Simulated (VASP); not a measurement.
The system is BeBPd3.

```
CELL_PARAMETERS angstrom
3.87396 0.00000 0.00000
0.00000 3.87396 0.00000
0.00000 0.00000 3.87396
ATOMIC_POSITIONS crystal
Be 0.50000 0.50000 0.50000
B 0.00000 0.00000 0.00000
Pd 0.50000 0.00000 0.00000
Pd 0.00000 0.50000 0.00000
Pd 0.00000 0.00000 0.50000
```

```yaml
Program: VASP 6.6.1
Task: relaxation of cell and atoms
Functional: PBE
Potentials_or_basis: VASP PAW PBE potentials, release 64 (Be, B, Pd)
Cutoff: 600 eV
k_mesh: 6 × 6 × 6
Occupations: gaussian, width 0.1 eV
Spin: no spin polarisation
```

At the start: pressure 38.3 GPa; volume 11.63 Å³/atom.

Question: How do energy, volume and symmetry change on relaxing?

Answer: Over 4 steps the energy falls by 210.0 meV/atom and the volume is 13.71 Å³/atom (+17.9 %); space group Pm-3m (No. 221, to 0.05 Å).

Step by step:
```
step  energy change (eV)  largest force (eV/Å)  pressure (GPa)  volume (Å³)
   1              0.0000                0.0000           38.25        58.14
   2              0.2251                0.0000          -20.27        84.77
   3             -1.0482                0.0000           -1.13        68.93
   4             -1.0499                0.0000           -0.27        68.54
```

Final structure:
```
CELL_PARAMETERS angstrom
4.09252 0.00000 0.00000
0.00000 4.09252 0.00000
0.00000 0.00000 4.09252
ATOMIC_POSITIONS crystal
Be 0.50000 0.50000 0.50000
B 0.00000 0.00000 0.00000
Pd 0.50000 0.00000 0.00000
Pd 0.00000 0.50000 0.00000
Pd 0.00000 0.00000 0.50000
```

Caveat: the volume moved by over 15 % at a fixed basis, so the end points are rough.
